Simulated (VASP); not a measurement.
HfO2:

```
Hf O
1.0
     5.08032    0.00000    0.00000
     0.00000    5.16487    0.00000
     0.00000    0.00000    4.89088
Hf O
4 8
Direct
  0.22259 0.78180 0.27207
  0.72259 0.71820 0.72793
  0.77741 0.21820 0.27207
  0.27741 0.28180 0.72793
  0.18682 0.16365 0.10453
  0.68682 0.33635 0.89547
  0.81318 0.83635 0.10453
  0.31318 0.66365 0.89547
  0.00000 0.50000 0.48905
  0.50000 0.00000 0.51095
  0.00000 0.00000 0.57562
  0.50000 0.50000 0.42438
```

Base run:

| Item | Value |
| --- | --- |
| Program | VASP 6.6.1 |
| Functional | PBEsol |
| Potentials or basis | VASP PAW PBE potentials, release 64 (Hf_pv, O) |
| Cutoff | 520 eV |
| k mesh | 5 × 5 × 6 |
| Occupations | fermi-dirac, width 0.05 eV |
| Spin | no spin polarisation |
| Hubbard terms | Hf d U = 3.5 eV |

Its results: band gap on the k mesh 4.15 eV (least direct gap 4.25 eV); pressure 9.8 GPa; largest force 0.555 eV/Å.

Task: The run is repeated on the same cell with these changes: functional from PBEsol to PBE; hubbard terms from Hf d U = 3.5 eV to none. What comes out?

Result: Band gap on the k mesh 3.83 eV; pressure 6.5 GPa; largest force 0.106 eV/Å.

Several settings changed at once.

Caveats: the cell stands under pressure; spin-orbit coupling is left out, which moves the levels of the heavy elements; the PAW data sets were made with another functional, which shifts forces and pressure a little (at least some runs).

A k mesh can miss the band edges.
